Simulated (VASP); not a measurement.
Write the native input for VASP 6.6.1 that does the following.

* Task: single point
* Functional: LDA
* Potentials or basis: VASP PAW LDA potentials, release 64 (Zn, Se)
* Cutoff: 520 eV
* k mesh: 8 × 8 × 8
* Occupations: gaussian, width 0.01 eV
* Spin: no spin polarisation
* Dipole correction: no
* Further INCAR settings: ALGO = Normal; EDIFF = 1e-06; NBANDS = 16

The structure of ZnSe lies in POSCAR:

```
ZnSe
1.0
    2.7379036973      2.7379036973      0.0000000000
   -2.7379036973      2.7379036973      0.0000000000
    0.0000000000      2.7379036973      2.7379036973
Zn Se
1 1
Direct
    0.0000000000      0.0000000000      0.0000000000
    0.7500000000      0.2500000000      0.5000000000
```

One way to write it, as run:

INCAR

```
SYSTEM = ZnSe
  ALGO = Normal
  EDIFF = 1E-6
  ENCUT = 520
  GGA = CA
  ISIF = 2
  ISMEAR = 0
  LASPH = .TRUE.
  LCHARG = .TRUE.
  LELF = .TRUE.
  LREAL = .FALSE.
  LVHAR = .TRUE.
  LWAVE = .FALSE.
  NBANDS = 16
  NELM = 100
  PREC = Accurate
  SIGMA = 0.01
```

KPOINTS

```
k-points
0
G
  8 8 8
  0 0 0
```

Potentials or basis: VASP PAW LDA potentials, release 64 (Zn, Se).

Run with:

```console
$ cat potpaw_LDA.64/Zn/POTCAR potpaw_LDA.64/Se/POTCAR > POTCAR
$ mpirun -np 1 vasp_std > vasp.out
```

Results of the run:

- Pressure: 4.4 GPa
- Band gap on the k mesh: 1.50 eV, direct

It took 20 s on 1 thread of Intel Xeon 6975P-C (shared host), peak memory 0.16 GiB.
